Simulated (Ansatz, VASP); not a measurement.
**Two plane-wave programs on Si2C**

File INCAR:

```
SYSTEM = Si2C
  PREC = Accurate
  ENCUT = 600
  EDIFF = 1E-6
  ISMEAR = 0
  SIGMA = 0.1
  LREAL = .False.
  LASPH = .True.
  NELM = 60
  ALGO = Normal
  ISIF = 3
  LWAVE = .False.
  LCHARG = .False.
  GGA = PE
  IBRION = 2
  NSW = 100
  EDIFFG = -0.01
```

The input KPOINTS:

```
regular mesh
0
Gamma
  12 12 4
  0 0 0
```

The input POSCAR:

```
Si2C
1.0
    3.0131157135      0.0000000000      0.0000000000
   -1.5065578567      2.6094347524      0.0000000000
    0.0000000000      0.0000000000      9.8863457647
Si C
4 2
Direct
    0.3333333333      0.6666666667      0.0000000000
    0.3333333333      0.6666666667      0.2410092509
    0.3333333333      0.6666666667      0.7589907491
    0.6666666667      0.3333333333      0.5000000000
    0.6666666667      0.3333333333      0.3036227426
    0.6666666667      0.3333333333      0.6963772574
```

Input for Ansatz:

```yaml
crystal:
  lattice:
    - [3.0131157135, 0.0, 0.0]
    - [-1.5065578567, 2.6094347524, 0.0]
    - [0.0, 0.0, 9.8863457647]
  atoms:
    - { symbol: Si, position: [0.3333333333, 0.6666666667, 0.0] }
    - { symbol: Si, position: [0.3333333333, 0.6666666667, 0.2410092509] }
    - { symbol: Si, position: [0.3333333333, 0.6666666667, 0.7589907491] }
    - { symbol: Si, position: [0.6666666667, 0.3333333333, 0.5] }
    - { symbol: C, position: [0.6666666667, 0.3333333333, 0.3036227426] }
    - { symbol: C, position: [0.6666666667, 0.3333333333, 0.6963772574] }
basis:
  ecutwfc: 420
kpoints:
  mp_grid: { grid: [12, 12, 4] }
hamiltonian:
  xc: pbe
scf:
  occupations: { method: gaussian, width: 0.1 }
output:
  forces: true
  stress: true
  eigenvalues: true
relax:
  adjacent_minimum: "off"
  f_tol: 0.01
  max_steps: 80
  cell: { stress_tol: 0.05 }
```

Alike in both runs: task relaxation of cell and atoms; functional PBE; k mesh 12 × 12 × 4; occupations gaussian, width 0.1 eV; no spin polarisation.

```csv
,VASP,Ansatz
version,VASP 6.6.1,Ansatz 0.2.0
potentials or method,"VASP PAW PBE potentials, release 64 (Si, C), cutoff 600 eV","scalar-relativistic, plane waves, PAW"
valence electrons in the cell,24,24
```

|  | VASP | Ansatz | Ansatz less VASP |
| --- | --- | --- | --- |
| gap on the k mesh at the Fermi level, each at its own relaxed structure (eV) | none | none | - |
| relaxed volume (Å³/atom) | 12.95 | 12.96 | +0.009 |
| relaxed cell length with the largest relative difference (Å) | 9.883 | 9.886 | +0.0033 |

A gap of «none» marks a metal or a gap that the smearing closes.
